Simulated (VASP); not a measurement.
A run of VASP 6.6.1 is set up as follows.

File INCAR:

```
  PREC = Accurate
  ENCUT = 520
  EDIFF = 1E-7
  ISMEAR = 0
  SIGMA = 0.05
  LREAL = False
  LASPH = True
  NELM = 60
  ALGO = Normal
  ISIF = 2
  LWAVE = False
  LCHARG = False
  GGA = CA
  NBANDS = 16
```

KPOINTS

```
regular mesh
0
Gamma
  9 9 6
```

Contents of POSCAR:

```
AlN
1.0
    2.9960000000      0.0000000000      0.0000000000
   -1.4980000000      2.5946121098      0.0000000000
    0.0000000000      0.0000000000      4.7458000000
Al N
2 2
Direct
    0.3333333333      0.6666666667     -0.0000295286
    0.6666666667      0.3333333333      0.4999704714
    0.3333333333      0.6666666667      0.3850295286
    0.6666666667      0.3333333333      0.8850295286
```

Potentials or basis: VASP PAW LDA potentials, release 64 (Al, N).

Run with:

```sh
$ cat potpaw_LDA.64/Al/POTCAR potpaw_LDA.64/N/POTCAR > POTCAR
$ mpirun -np 1 vasp_std > vasp.out
```

**Question.** Predict the band gap on the k mesh.

**Answer.** 4.91 eV, indirect (least direct gap 5.28 eV).

**Question.** Estimate the pressure.

**Answer.** 27.0 GPa.

Forces in eV/Å, atoms in the order of the input:
```
Al   0.000  0.000 -0.003
Al   0.000  0.000 -0.003
N    0.000  0.000  0.003
N    0.000  0.000  0.003
```

A k mesh can miss the band edges. LDA gaps usually lie below the measured ones, often by a third to a half.
